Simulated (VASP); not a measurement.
# SiO2 (P2_13) in VASP: a series of runs

The runs below take SiO2 through single point, with LDA.

All numbers are computed with VASP 6.6.1; they aren't measurements. Logs are shortened: lines on timing, memory, paths and dates and some standing lists are left out, and cuts for length are marked.

**1. The cell of the first run**

The structure is cubic, space group P2_13 (No. 198). The conventional cell has a = 7.050 Å, b = 7.050 Å, c = 7.050 Å, α = 90.00°, β = 90.00°, γ = 90.00°. Si (site symmetry 3) has 4 O at 1.60 to 1.61 Å within 2.1 Å. Si (site symmetry 3) has 4 O at 1.60 to 1.61 Å within 2.1 Å. O (site symmetry 3) has 2 Si at 1.60 Å within 2.1 Å. O (site symmetry 1) has 2 Si at 1.61 Å within 2.1 Å.

**2. Single point, LDA**

File INCAR:

```
SYSTEM = SiO2
ALGO     = Normal         ! electronic algorithm
EDIFF    = 1E-7           ! SCF threshold, eV
ENCUT    = 520            ! plane-wave cutoff, eV
ISIF     = 2              ! what is computed and relaxed
ISMEAR   = 0              ! smearing method
LASPH    = .True.         ! aspherical terms in the spheres
LCHARG   = .False.        ! write CHGCAR
LREAL    = Auto         
LWAVE    = .False.        ! write WAVECAR
NBANDS   = 82             ! bands
NELM     = 80             ! most SCF steps
PREC     = Accurate       ! precision mode
SIGMA    = 0.02           ! smearing width, eV
```

File KPOINTS:

```
k-points
0
Gamma
  4 4 4
  0 0 0
```

File POSCAR:

```
SiO2
1.0
    7.0502880300      0.0000000000      0.0000000000
    0.0000000000      7.0502880300      0.0000000000
    0.0000000000      0.0000000000      7.0502880300
Si O
8 16
Direct
    0.2837569155      0.2837569155      0.2837569155
    0.2162430845      0.7162430845      0.7837569155
    0.7837569155      0.2162430845      0.7162430845
    0.7162430845      0.7837569155      0.2162430845
    1.0220656142      1.0220656142      1.0220656142
    0.4779343858     -0.0220656142      0.5220656142
    0.5220656142      0.4779343858     -0.0220656142
   -0.0220656142      0.5220656142      0.4779343858
    0.1527558841      0.1527558841      0.1527558841
    0.3472441159      0.8472441159      0.6527558841
    0.6527558841      0.3472441159      0.8472441159
    0.8472441159      0.6527558841      0.3472441159
    0.6391200602      0.6644170582      0.0379145809
    0.8608799398      0.3355829418      0.5379145809
    0.1391200602      0.8355829418      0.9620854191
    0.3608799398      0.1644170582      0.4620854191
    0.0379145809      0.6391200602      0.6644170582
    0.5379145809      0.8608799398      0.3355829418
    0.9620854191      0.1391200602      0.8355829418
    0.4620854191      0.3608799398      0.1644170582
    0.6644170582      0.0379145809      0.6391200602
    0.3355829418      0.5379145809      0.8608799398
    0.8355829418      0.9620854191      0.1391200602
    0.1644170582      0.4620854191      0.3608799398
```

Potentials or basis: VASP PAW LDA potentials, release 64 (Si, O).

Started as:

```bash
cat potpaw_LDA.64/Si/POTCAR potpaw_LDA.64/O/POTCAR > POTCAR
mpirun -np 1 vasp_std > vasp.out
```

OUTCAR:

```text
SYSTEM = SiO2
   EDIFF = 1E-7
   ENCUT = 520
   ISIF = 2
   ISMEAR = 0
   LASPH = .True.
   LREAL = Auto
   NELM = 80
   PREC = Accurate

 ion  position               nearest neighbor table
   1  0.284  0.284  0.284-   9 1.60  16 1.61  20 1.61  24 1.61   7 3.06   8 3.06   6 3.06
   2  0.216  0.716  0.784-  10 1.60  15 1.61  17 1.61  22 1.61   7 3.06   8 3.06   5 3.06
   3  0.784  0.216  0.716-  11 1.60  14 1.61  19 1.61  21 1.61   6 3.06   8 3.06   5 3.06
   4  0.716  0.784  0.216-  12 1.60  13 1.61  18 1.61  23 1.61   6 3.06   7 3.06   5 3.06
   5  0.022  0.022  0.022-   9 1.60  19 1.61  23 1.61  15 1.61   3 3.06   4 3.06   2 3.06
   6  0.478  0.978  0.522-  10 1.60  18 1.61  21 1.61  16 1.61   3 3.06   4 3.06   1 3.06
   7  0.522  0.478  0.978-  11 1.60  20 1.61  22 1.61  13 1.61   2 3.06   4 3.06   1 3.06
   8  0.978  0.522  0.478-  12 1.60  17 1.61  24 1.61  14 1.61   2 3.06   3 3.06   1 3.06
   9  0.153  0.153  0.153-   5 1.60   1 1.60
  10  0.347  0.847  0.653-   6 1.60   2 1.60
  11  0.653  0.347  0.847-   7 1.60   3 1.60
  12  0.847  0.653  0.347-   8 1.60   4 1.60
  13  0.639  0.664  0.038-   4 1.61   7 1.61
  14  0.861  0.336  0.538-   3 1.61   8 1.61
[... 8 lines left out ...]
  23  0.836  0.962  0.139-   4 1.61   5 1.61
  24  0.164  0.462  0.361-   1 1.61   8 1.61

  LATTYP: Found a simple cubic cell.
 ALAT       =     7.0502880300

  Lattice vectors:

 A1 = (   7.0502880300,   0.0000000000,   0.0000000000)
 A2 = (   0.0000000000,   7.0502880300,   0.0000000000)
 A3 = (   0.0000000000,   0.0000000000,   7.0502880300)

Analysis of symmetry for initial positions (statically):
=====================================================================
 Subroutine PRICEL returns:
 Original cell was already a primitive cell.

 Routine SETGRP: Setting up the symmetry group for a
 simple cubic supercell.

 Subroutine GETGRP returns: Found 12 space group operations
 (whereof  3 operations were pure point group operations)
 out of a pool of 48 trial point group operations.

The static configuration has the point symmetry C_3 .
 The point group associated with its full space group is T   .

Analysis of symmetry for dynamics (positions and initial velocities):
=====================================================================
 Subroutine PRICEL returns:
 Original cell was already a primitive cell.

 Routine SETGRP: Setting up the symmetry group for a
 simple cubic supercell.

[... 138 lines left out ...]
   NSW    =      0    number of steps for IOM
   IBRION =     -1    ionic relax: 0-MD 1-quasi-New 2-CG
   NFREE  =      0    steps in history (QN), initial steepest desc. (CG)
   ISIF   =      2    stress and relaxation
   ISYM   =      2    0-nonsym 1-usesym 2-fastsym
   POTIM  = 0.5000    time-step for ionic-motion
   TEBEG  =    0.0;   TEEND  =   0.0 temperature during run
   PSTRESS=    0.0 pullay stress
   NELECT =     128.0000    total number of electrons
   NUPDOWN=      -1.0000    fix difference up-down
   EMIN   =  10.00;   EMAX   =-10.00  energy-range for DOS
   EFERMI =   0.00;   METHOD = LEGACY
   ISMEAR =     0;   SIGMA  =   0.02  broadening in eV -4-tet -1-fermi 0-gaus
   EFERMI_NEDOS =   21; number of points for ismear=-14 and -15
   IALGO  =     38    algorithm
   IMIX   =      4    mixing-type and parameters
     AMIX     =   0.40;   BMIX     =  1.00
     AMIX_MAG =   1.60;   BMIX_MAG =  1.00
  volume/ion in A,a.u.               =      14.60        98.54
  Fermi-wavevector in a.u.,A,eV,Ry     =   1.170230  2.211414 18.632344  1.369439
  Thomas-Fermi vector in A             =   2.306692
   LORBIT       =      0    0 simple, 1 ext, 2 COOP (PROOUT), +10 PAW based schemes
   GGA     = CA    functional components
   LHFCALC =     F    Hartree Fock is set to
   AEXX    =    0.0000 exact exchange contribution
   IVDW    =     0    specifies the selected vdW correction
   LEPSILON=     F    determine dielectric tensor
   LRPA    =     F    only Hartree local field effects (RPA)
 non-spin polarized calculation
 Gauss-broadening in eV      SIGMA  =   0.02
  energy-cutoff  :      520.00
  volume of cell :      350.45
 maximum number of plane-waves:      9476
 NGX is ok and might be reduce to    54
   NGX = 27   NGY = 27   NGZ = 27

 number of electron     127.9999996 magnetization

 Free energy of the ion-electron system (eV)
  ---------------------------------------------------
  ext. energy  EPLUGINS =         0.00000000
  ---------------------------------------------------
  free energy    TOTEN  =      -207.43743421 eV

  energy without entropy =     -207.43743421  energy(sigma->0) =     -207.43743421

 E-fermi :  -0.2651     XC(G=0):  -8.8574

 val. band max:       -0.3864364119   @ k =   0.5000   0.5000   0.5000
 cond. band min:       5.2496898074   @ k =   0.0000   0.0000   0.0000
 fundamental gap:      5.6361262192
 Fermi energy:        -0.2651387903

 k-point     1 :       0.0000    0.0000    0.0000
  band No.  band energies     occupation
      1     -19.5051      2.00000
      2     -18.5691      2.00000
      3     -18.5691      2.00000
      4     -18.5691      2.00000
      5     -18.5382      2.00000
      6     -18.5382      2.00000
[... 858 lines left out ...]
     75       8.7688      0.00000
     76       8.7688      0.00000
 [bands above 76 left out]

------------------------ aborting loop because EDIFF is reached ----------------------------------------

  FORCE on cell =-STRESS in cart. coord.  units (eV):
  Direction    XX          YY          ZZ          XY          YZ          ZX
  --------------------------------------------------------------------------------------
  -------------------------------------------------------------------------------------
  Total        1.1116755      1.1116755      1.1116755      0.0000000      0.0000000     -0.0000000
  in kB        5.0823904      5.0823904      5.0823904      0.0000000      0.0000000     -0.0000000
  external PRESSURE =       5.0823904 kB  Pullay stress =       0.0000000 kB

 VOLUME and BASIS-vectors are now :
 -----------------------------------------------------------------------------
  energy-cutoff  :      520.00
  volume of cell :      350.45
      direct lattice vectors                 reciprocal lattice vectors
     7.050288030  0.000000000  0.000000000     0.141838177  0.000000000  0.000000000
     0.000000000  7.050288030  0.000000000     0.000000000  0.141838177  0.000000000
     0.000000000  0.000000000  7.050288030     0.000000000  0.000000000  0.141838177

 POSITION                                       TOTAL-FORCE (eV/Angst)
 -----------------------------------------------------------------------------------
      2.00057      2.00057      2.00057         0.010623      0.010623      0.010623
      1.52458      5.04972      5.52571        -0.010623     -0.010623      0.010623
      5.52571      1.52458      5.04972         0.010623     -0.010623     -0.010623
      5.04972      5.52571      1.52458        -0.010623      0.010623     -0.010623
      0.15557      0.15557      0.15557         0.026743      0.026743      0.026743
      3.36958      6.89472      3.68071        -0.026743     -0.026743      0.026743
[... 16 lines left out ...]
      5.89110      6.78298      0.98084        -0.009778      0.019363      0.004199
      1.15919      3.25784      2.54431         0.009778      0.019363     -0.004199
 -----------------------------------------------------------------------------------
    total drift:                               -0.000000      0.000000      0.000000

  FREE ENERGIE OF THE ION-ELECTRON SYSTEM (eV)
  ---------------------------------------------------
  free  energy   TOTEN  =      -207.4374342083 eV

  energy  without entropy=     -207.4374342083  energy(sigma->0) =     -207.43743421
```

It took 7.6 min on 1 thread of Intel Xeon Platinum 8259CL at 2.50GHz (Skylake/Cascade Lake), shared host; peak memory 0.41 GiB.

What came out:

* Free energy: -207.4374 eV
* Pressure: 0.5 GPa
* Largest force: 0.046 eV/Å
* Band gap on the k mesh: 5.64 eV, indirect (least direct gap 5.64 eV)

Forces in eV/Å, atoms in the order of the input:
```
Si   0.011  0.011  0.011
Si  -0.011 -0.011  0.011
Si   0.011 -0.011 -0.011
Si  -0.011  0.011 -0.011
Si   0.027  0.027  0.027
Si  -0.027 -0.027  0.027
Si   0.027 -0.027 -0.027
Si  -0.027  0.027 -0.027
O    0.007  0.007  0.007
O   -0.007 -0.007  0.007
O    0.007 -0.007 -0.007
O   -0.007  0.007 -0.007
O    0.004  0.010 -0.019
O   -0.004 -0.010 -0.019
O    0.004 -0.010  0.019
O   -0.004  0.010  0.019
O   -0.019  0.004  0.010
O   -0.019 -0.004 -0.010
O    0.019  0.004 -0.010
O    0.019 -0.004  0.010
O    0.010 -0.019  0.004
O   -0.010 -0.019 -0.004
O   -0.010  0.019  0.004
O    0.010  0.019 -0.004
```

A k mesh can miss the band edges.

**3. Single point, LDA**

File INCAR:

```
  PREC = Accurate
  ENCUT = 520
  EDIFF = 1E-6
  ISMEAR = 0
  SIGMA = 0.02
  LREAL = Auto
  LASPH = True
  NELM = 60
  ALGO = Normal
  ISIF = 2
  LWAVE = False
  LCHARG = False
  NBANDS = 82
```

File KPOINTS:

```
Automatic mesh
0
Gamma
  4 4 4
```

POSCAR is that of step 2.

Potentials or basis: VASP PAW LDA potentials, release 64 (Si, O).

Started as:

```bash
cat potpaw_LDA.64/Si/POTCAR potpaw_LDA.64/O/POTCAR > POTCAR
mpirun -np 1 vasp_std > vasp.out
```

Run time: 9.1 min. Hardware: 1 thread of Intel Xeon Platinum 8259CL at 2.50GHz (Skylake/Cascade Lake), shared host; peak memory 0.41 GiB.

Results (log left out):

```
Free energy            : -207.4374 eV
Pressure               : 0.5 GPa
Largest force          : 0.046 eV/Å
Band gap on the k mesh : 5.64 eV, indirect (least direct gap 5.64 eV)
```

Forces on the atoms (eV/Å):
```
Si   0.011  0.011  0.011
Si  -0.011 -0.011  0.011
Si   0.011 -0.011 -0.011
Si  -0.011  0.011 -0.011
Si   0.027  0.027  0.027
Si  -0.027 -0.027  0.027
Si   0.027 -0.027 -0.027
Si  -0.027  0.027 -0.027
O    0.007  0.007  0.007
O   -0.007 -0.007  0.007
O    0.007 -0.007 -0.007
O   -0.007  0.007 -0.007
O    0.004  0.010 -0.019
O   -0.004 -0.010 -0.019
O    0.004 -0.010  0.019
O   -0.004  0.010  0.019
O   -0.019  0.004  0.010
O   -0.019 -0.004 -0.010
O    0.019  0.004 -0.010
O    0.019 -0.004  0.010
O    0.010 -0.019  0.004
O   -0.010 -0.019 -0.004
O   -0.010  0.019  0.004
O    0.010  0.019 -0.004
```

Levels at points of the mesh, in eV from the valence-band top:
```
           k point  band 61  band 62  band 63  band 64  band 65  band 66  band 67  band 68
(0.00, 0.00, 0.00)    -0.39    -0.01    -0.01    -0.01     5.64     8.65     8.65     8.65
(0.50, 0.00, 0.00)    -0.24    -0.24    -0.23    -0.23     6.81     6.81     8.83     8.83
(0.50, 0.50, 0.00)    -0.24    -0.24    -0.12    -0.12     7.64     7.64     7.70     7.70
(0.50, 0.50, 0.50)     0.00     0.00     0.00     0.00     8.04     8.04     8.04     8.04
```

**4. Single point, LDA**

This run uses another cell than the first one, of 14.90 Å³/atom, 1.020 times its volume.

File INCAR:

```
SYSTEM = SiO2
PREC = Accurate ; ENCUT = 520
EDIFF = 1E-7 ; ISMEAR = 0
SIGMA = 0.1 ; LREAL = Auto
LASPH = .TRUE. ; NELM = 100
ALGO = Normal ; ISIF = 2
LWAVE = .FALSE. ; LCHARG = .FALSE.
NBANDS = 82
```

File KPOINTS:

```
Automatic mesh
0
G
  4 4 4
  0 0 0
```

File POSCAR:

```
SiO2
1.0
    7.0980307798      0.0000000000      0.0000000000
    0.0000000000      7.0980307798      0.0000000000
    0.0000000000      0.0000000000      7.0980307798
Si O
8 16
Direct
    0.2805528303      0.2805528303      0.2805528303
    0.2194471697      0.7194471697      0.7805528303
    0.7805528303      0.2194471697      0.7194471697
    0.7194471697      0.7805528303      0.2194471697
    1.0205270827      1.0205270827      1.0205270827
    0.4794729173     -0.0205270827      0.5205270827
    0.5205270827      0.4794729173     -0.0205270827
   -0.0205270827      0.5205270827      0.4794729173
    0.1504093566      0.1504093566      0.1504093566
    0.3495906434      0.8495906434      0.6504093566
    0.6504093566      0.3495906434      0.8495906434
    0.8495906434      0.6504093566      0.3495906434
    0.6393942215      0.6609534130      0.0447183027
    0.8606057785      0.3390465870      0.5447183027
    0.1393942215      0.8390465870      0.9552816973
    0.3606057785      0.1609534130      0.4552816973
    0.0447183027      0.6393942215      0.6609534130
    0.5447183027      0.8606057785      0.3390465870
    0.9552816973      0.1393942215      0.8390465870
    0.4552816973      0.3606057785      0.1609534130
    0.6609534130      0.0447183027      0.6393942215
    0.3390465870      0.5447183027      0.8606057785
    0.8390465870      0.9552816973      0.1393942215
    0.1609534130      0.4552816973      0.3606057785
```

Started as:

```bash
cat potpaw_LDA.64/Si/POTCAR potpaw_LDA.64/O/POTCAR > POTCAR
mpirun -np 1 vasp_std > vasp.out
```

Wall time 8.7 min (1 thread of Intel Xeon Platinum 8259CL at 2.50GHz (Skylake/Cascade Lake), shared host); peak memory 0.42 GiB.

The run converged. Its results:

```yaml
Free_energy: -207.4456 eV
Pressure: 0.3 GPa
Largest_force: 0.039 eV/Å
Band_gap_on_the_k_mesh: 5.59 eV, indirect (the least direct gap lies 5.0 meV higher)
```

Forces in eV/Å, atoms in the order of the input:
```
Si   0.000  0.000  0.000
Si   0.000  0.000  0.000
Si   0.000  0.000  0.000
Si   0.000  0.000  0.000
Si   0.023  0.023  0.023
Si  -0.023 -0.023  0.023
Si   0.023 -0.023 -0.023
Si  -0.023  0.023 -0.023
O    0.005  0.005  0.005
O   -0.005 -0.005  0.005
O    0.005 -0.005 -0.005
O   -0.005  0.005 -0.005
O    0.000  0.005 -0.027
O    0.000 -0.005 -0.027
O    0.000 -0.005  0.027
O    0.000  0.005  0.027
O   -0.027  0.000  0.005
O   -0.027  0.000 -0.005
O    0.027  0.000 -0.005
O    0.027  0.000  0.005
O    0.005 -0.027  0.000
O   -0.005 -0.027  0.000
O   -0.005  0.027  0.000
O    0.005  0.027  0.000
```

Levels at points of the mesh, in eV from the valence-band top:
```csv
k point,band 61,band 62,band 63,band 64,band 65,band 66,band 67,band 68
"(0.00, 0.00, 0.00)",-0.42,-0.01,-0.01,-0.01,5.59,8.59,8.59,8.59
"(0.50, 0.00, 0.00)",-0.26,-0.26,-0.25,-0.25,6.74,6.74,8.81,8.81
"(0.50, 0.50, 0.00)",-0.24,-0.24,-0.14,-0.14,7.57,7.57,7.62,7.62
"(0.50, 0.50, 0.50)",0.00,0.00,0.00,0.00,7.97,7.97,7.97,7.97
```

(Continued in part 2 of 2.)
